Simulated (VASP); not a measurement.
# GaB (P4/mmm) in VASP: further runs, part 2 of 2

VASP 6.6.1. The steps go on from the part before.

**3. Single point, PBE**

This run uses another cell than the first one, of 11.84 Å³/atom.

Contents of INCAR:

```
PREC     = Accurate       # precision mode
ENCUT    = 520            # plane-wave cutoff, eV
EDIFF    = 1E-6           # SCF threshold, eV
ISMEAR   = -1             # smearing method
SIGMA    = 0.05           # smearing width, eV
LREAL    = F              # projectors in reciprocal space
LASPH    = T              # aspherical terms in the spheres
NELM     = 80             # most SCF steps
ALGO     = Normal         # electronic algorithm
ISIF     = 2              # what is computed and relaxed
LWAVE    = F              # write WAVECAR
LCHARG   = F              # write CHGCAR
GGA      = PE             # functional
NBANDS   = 15             # bands
```

Contents of KPOINTS:

```
Automatic mesh
0
Gamma
  8 8 7
```

Contents of POSCAR:

```
GaB
1.0
    2.7182400000      0.0000000000      0.0000000000
    0.0000000000      2.7182400000      0.0000000000
    0.0000000000      0.0000000000      3.2038479000
Ga B
1 1
Direct
    0.5000000000      0.5000000000      0.5000000000
    0.0000000000      0.0000000000      0.0000000000
```

Potentials or basis: VASP PAW PBE potentials, release 64 (Ga_d, B).

Command:

```console
$ cat potpaw_PBE.64/Ga_d/POTCAR potpaw_PBE.64/B/POTCAR > POTCAR
$ mpirun -np 1 vasp_std > vasp.out
```

OUTCAR:

```text
PREC = Accurate
   ENCUT = 520
   EDIFF = 1E-6
   ISMEAR = -1
   LREAL = F
   LASPH = T
   NELM = 80
   ISIF = 2
   GGA = PE

 ion  position               nearest neighbor table
   1  0.500  0.500  0.500-   2 2.50   2 2.50   2 2.50   2 2.50   2 2.50   2 2.50   2 2.50   2 2.50

   2  0.000  0.000  0.000-   1 2.50   1 2.50   1 2.50   1 2.50   1 2.50   1 2.50   1 2.50   1 2.50

  LATTYP: Found a simple tetragonal cell.
 ALAT       =     2.7182400000
 C/A-ratio  =     1.1786479119

  Lattice vectors:

 A1 = (   2.7182400000,   0.0000000000,   0.0000000000)
 A2 = (   0.0000000000,   2.7182400000,   0.0000000000)
 A3 = (   0.0000000000,   0.0000000000,   3.2038479000)

Analysis of symmetry for initial positions (statically):
=====================================================================
 Subroutine PRICEL returns:
 Original cell was already a primitive cell.

 Routine SETGRP: Setting up the symmetry group for a
 simple tetragonal supercell.

 Subroutine GETGRP returns: Found 16 space group operations
 (whereof 16 operations were pure point group operations)
 out of a pool of 16 trial point group operations.

The static configuration has the point symmetry D_4h.

Analysis of symmetry for dynamics (positions and initial velocities):
=====================================================================
 Subroutine PRICEL returns:
 Original cell was already a primitive cell.

 Routine SETGRP: Setting up the symmetry group for a
 simple tetragonal supercell.

 Subroutine GETGRP returns: Found 16 space group operations
 (whereof 16 operations were pure point group operations)
 out of a pool of 16 trial point group operations.

The dynamic configuration has the point symmetry D_4h.

 Subroutine INISYM returns: Found 16 space group operations
 (whereof 16 operations are pure point group operations),
 and found     1 'primitive' translations

[... 117 lines left out ...]
  Thomas-Fermi vector in A             =   2.555858
   LORBIT       =      0    0 simple, 1 ext, 2 COOP (PROOUT), +10 PAW based schemes
   GGA     = PE    functional components
   LHFCALC =     F    Hartree Fock is set to
   AEXX    =    0.0000 exact exchange contribution
   IVDW    =     0    specifies the selected vdW correction
   LEPSILON=     F    determine dielectric tensor
   LRPA    =     F    only Hartree local field effects (RPA)
 non-spin polarized calculation
  energy-cutoff  :      520.00
  volume of cell :       23.67
 maximum number of plane-waves:       652
   NGX = 11   NGY = 11   NGZ = 11

 number of electron      16.0000015 magnetization

 Free energy of the ion-electron system (eV)
  ---------------------------------------------------
  ext. energy  EPLUGINS =         0.00000000
  ---------------------------------------------------
  free energy    TOTEN  =        -7.15259193 eV

  energy without entropy =       -7.14477288  energy(sigma->0) =       -7.14868240

 E-fermi :   6.9745     XC(G=0): -11.9477

 val. band max:        6.9663494853   @ k =   0.2500   0.1250   0.0000
 cond. band min:       7.0287715465   @ k =   0.5000   0.3750   0.4286
 fundamental gap:      0.0624220611
 Fermi energy:         6.9744890421

 k-point     1 :       0.0000    0.0000    0.0000
  band No.  band energies     occupation
      1      -8.2964      2.00000
      2      -8.1450      2.00000
      3      -7.8258      2.00000
      4      -7.8258      2.00000
      5      -7.7800      2.00000
      6      -6.4242      2.00000
      7       5.4404      2.00000
      8       9.1501      0.00000
      9       9.5977      0.00000
     10       9.5977      0.00000
     11      16.0682      0.00000
     12      16.4928      0.00000
     13      20.3803      0.00000
     14      21.5334      0.00000
[... 401 lines left out ...]
      2      -8.0737      2.00000
      3      -7.9915      2.00000
      4      -7.8582      2.00000
      5      -7.8335      2.00000
      6      -1.0979      2.00000
      7      -0.7727      2.00000
      8       7.5674      0.00001
      9       9.4469      0.00000
     10      10.6953      0.00000
     11      14.3259      0.00000
     12      14.4207      0.00000
     13      17.5209      0.00000
     14      21.2356      0.00000
     15      24.0938      0.00000

 [... further k-points ...]
[... 5 lines left out ...]
  --------------------------------------------------------------------------------------
  -------------------------------------------------------------------------------------
  Total        0.2074415      0.2074415      0.4704177      0.0000000     -0.0000000     -0.0000000
  in kB       14.0397284     14.0397284     31.8380703      0.0000000     -0.0000000     -0.0000000
  external PRESSURE =      19.9725090 kB  Pullay stress =       0.0000000 kB

 VOLUME and BASIS-vectors are now :
 -----------------------------------------------------------------------------
  energy-cutoff  :      520.00
  volume of cell :       23.67
      direct lattice vectors                 reciprocal lattice vectors
     2.718240000  0.000000000  0.000000000     0.367885102  0.000000000  0.000000000
     0.000000000  2.718240000  0.000000000     0.000000000  0.367885102  0.000000000
     0.000000000  0.000000000  3.203847900     0.000000000  0.000000000  0.312124680

 POSITION                                       TOTAL-FORCE (eV/Angst)
 -----------------------------------------------------------------------------------
      1.35912      1.35912      1.60192         0.000000      0.000000      0.000000
      0.00000      0.00000      0.00000         0.000000      0.000000      0.000000
 -----------------------------------------------------------------------------------
    total drift:                               -0.000000      0.000000      0.000000

  FREE ENERGIE OF THE ION-ELECTRON SYSTEM (eV)
  ---------------------------------------------------
  free  energy   TOTEN  =        -7.1525919275 eV

  energy  without entropy=       -7.1447728788  energy(sigma->0) =       -7.14868240
```

Wall time 25 s (1 thread of Intel Xeon 8259CL, shared host); peak memory 0.14 GiB.

What came out:

| Quantity | Value |
| --- | --- |
| Free energy | -7.1526 eV |
| Pressure | 2.0 GPa |
| Band gap on the k mesh | zero (bands 8 and 9 overlap by 7.69 eV) |

Stress tensor (GPa, compression positive):
```
1.40 0.00 0.00
0.00 1.40 0.00
0.00 0.00 3.18
```

Levels at points of the mesh, in eV from the Fermi level:
```
           k point  band 6  band 7  band 8  band 9  band 10  band 11
(0.00, 0.00, 0.00)  -13.40   -1.53    2.18    2.62     2.62     9.09
(0.50, 0.00, 0.00)   -8.69   -8.30    2.00    5.02     5.74     5.77
(0.50, 0.50, 0.00)   -4.54   -4.54   -3.58   -2.00     3.35     7.89
```
